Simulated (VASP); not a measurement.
A run of VASP 6.6.1 is set up as follows.

INCAR

```
SYSTEM = P
PREC = Accurate
ENCUT = 520
EDIFF = 1E-7
ISMEAR = 0
SIGMA = 0.1
LREAL = .FALSE.
LASPH = .TRUE.
NELM = 100
ALGO = Normal
ISIF = 2
LWAVE = .FALSE.
LCHARG = .TRUE.
GGA = PE
LELF = .TRUE.
LVHAR = .TRUE.
NBANDS = 12
```

File KPOINTS:

```
Automatic mesh
0
G
  6 6 6
  0 0 0
```

The input POSCAR:

```
P
1.0
    0.0000000000      2.4570522500      5.1319928500
    1.5090408100      0.0000000000      5.1319928500
    1.5090408100      2.4570522500      0.0000000000
P
2
Direct
    0.8691655400      0.8691655400      0.1308344600
    0.1308344600      0.1308344600      0.8691655400
```

Potentials or basis: VASP PAW PBE potentials, release 64 (P).

The run is started by

```console
$ cat potpaw_PBE.64/P/POTCAR > POTCAR
$ mpirun -np 1 vasp_std > vasp.out
```

(1) Predict the band gap on the k mesh.

(2) Estimate the largest force.

(3) Predict the pressure.

Results:

(1) zero (band 5 reaches 10.59 eV, above the bottom of band 6 at 3.65 eV).

(2) 0.603 eV/Å.

(3) -15.2 GPa.

Caveat: the k points lie up to 0.42 Å⁻¹ apart.
